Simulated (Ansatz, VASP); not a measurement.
# One calculation of Ti3O2, two programs

The input INCAR:

```
  PREC = Accurate
  ENCUT = 520
  EDIFF = 1E-7
  ISMEAR = 0
  SIGMA = 0.1
  LREAL = False
  LASPH = True
  NELM = 150
  ALGO = Normal
  ISIF = 2
  LWAVE = False
  LCHARG = False
  ISPIN = 2
  MAGMOM = 1 1 1 1 1 1 0 0 0 0
  LORBIT = 11
  LMAXMIX = 4
  GGA = PS
  NBANDS = 63
```

KPOINTS

```
regular mesh
0
Gamma
  6 6 6
```

The input POSCAR:

```
Ti3O2
1.0
    2.5510662879      1.4728588081      4.9537952125
   -2.5510662879      1.4728588081      4.9537952125
    0.0000000000     -2.9457176161      4.9537952125
Ti O
6 4
Direct
    0.9191999400      0.5808000600      0.2500000000
    0.5808000600      0.2500000000      0.9191999400
    0.2500000000      0.9191999400      0.5808000600
    0.7500000000      0.0808000600      0.4191999400
    0.4191999400      0.7500000000      0.0808000600
    0.0808000600      0.4191999400      0.7500000000
    0.8374609500      0.8374609500      0.8374609500
    0.6625390500      0.6625390500      0.6625390500
    0.3374609500      0.3374609500      0.3374609500
    0.1625390500      0.1625390500      0.1625390500
```

Input for Ansatz:

```yaml
crystal:
  lattice:
    - [2.5510662879, 1.4728588081, 4.9537952125]
    - [-2.5510662879, 1.4728588081, 4.9537952125]
    - [0.0, -2.9457176161, 4.9537952125]
  atoms:
    - { symbol: Ti, position: [0.91919994, 0.58080006, 0.25], spin: 1.0 }
    - { symbol: Ti, position: [0.58080006, 0.25, 0.91919994], spin: 1.0 }
    - { symbol: Ti, position: [0.25, 0.91919994, 0.58080006], spin: 1.0 }
    - { symbol: Ti, position: [0.75, 0.08080006, 0.41919994], spin: 1.0 }
    - { symbol: Ti, position: [0.41919994, 0.75, 0.08080006], spin: 1.0 }
    - { symbol: Ti, position: [0.08080006, 0.41919994, 0.75], spin: 1.0 }
    - { symbol: O, position: [0.83746095, 0.83746095, 0.83746095] }
    - { symbol: O, position: [0.66253905, 0.66253905, 0.66253905] }
    - { symbol: O, position: [0.33746095, 0.33746095, 0.33746095] }
    - { symbol: O, position: [0.16253905, 0.16253905, 0.16253905] }
basis:
  ecutwfc: 420
kpoints:
  mp_grid: { grid: [6, 6, 6] }
hamiltonian:
  xc: pbesol
scf:
  occupations: { method: gaussian, width: 0.1 }
  lower_state_search: "off"
output:
  forces: true
  stress: true
  eigenvalues: true
  populations: true
magnetization:
  spin_polarized: true
```

Alike in both runs: task single point; functional PBEsol; k mesh 6 × 6 × 6; occupations gaussian, width 0.1 eV; collinear spin.

|  | VASP | Ansatz |
| --- | --- | --- |
| version | VASP 6.6.1 | Ansatz 0.2.0 |
| potentials or method | VASP PAW PBE potentials, release 64 (Ti_sv, O), cutoff 520 eV | scalar-relativistic, plane waves, PAW |
| valence electrons in the cell | 96 | 96 |

Ansatz gave:

- gap on the k mesh at the Fermi level (eV): none
- pressure (GPa): -5.8
- rms of the force components (eV/Å): 0.077
- net moment per atom (μB): 0.00

Problem. Estimate VASP's values.

Solution. gap on the k mesh at the Fermi level (eV): none; pressure (GPa): -5.2; rms of the force components (eV/Å): 0.071; net moment per atom (μB): 0.00.

VASP's potentials were made for PBE, not for PBEsol. Atom by atom the forces differ by 0.006 eV/Å (rms over components). A gap of «none» marks a metal or a gap that the smearing closes. Ansatz's warnings: seeded moment not kept.
